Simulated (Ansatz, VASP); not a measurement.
## One calculation of TePb, two programs

```
Pb Te
1.0
     0.00000    3.23100    3.23100
     3.23100    0.00000    3.23100
     3.23100    3.23100    0.00000
Pb Te
1 1
Direct
  0.00000 0.00000 0.00000
  0.50000 0.50000 0.50000
```

Alike in both runs: task single point; functional PBE; k mesh 4 × 4 × 4; occupations fermi-dirac, width 0.04 eV; no spin polarisation.

|  | VASP | Ansatz |
| --- | --- | --- |
| version | VASP 6.6.1 | Ansatz 0.2.0 |
| potentials or method | VASP PAW PBE potentials, release 64 (Pb_d, Te), cutoff 520 eV | all-electron LAPW, scalar-relativistic |

Ansatz gave:

- gap on the k mesh at the Fermi level (eV): 0.73
- least direct gap on the mesh (eV): 0.73
- pressure (GPa): 2.2

Problem. Estimate VASP's values.

Solution. gap on the k mesh at the Fermi level (eV): 0.73; least direct gap on the mesh (eV): 0.73; pressure (GPa): 2.1.

Ansatz ran all-electron here, and VASP with PAW potentials.

The k mesh is coarse, so the values compare programs but aren't converged. Neither program's run includes spin-orbit coupling.
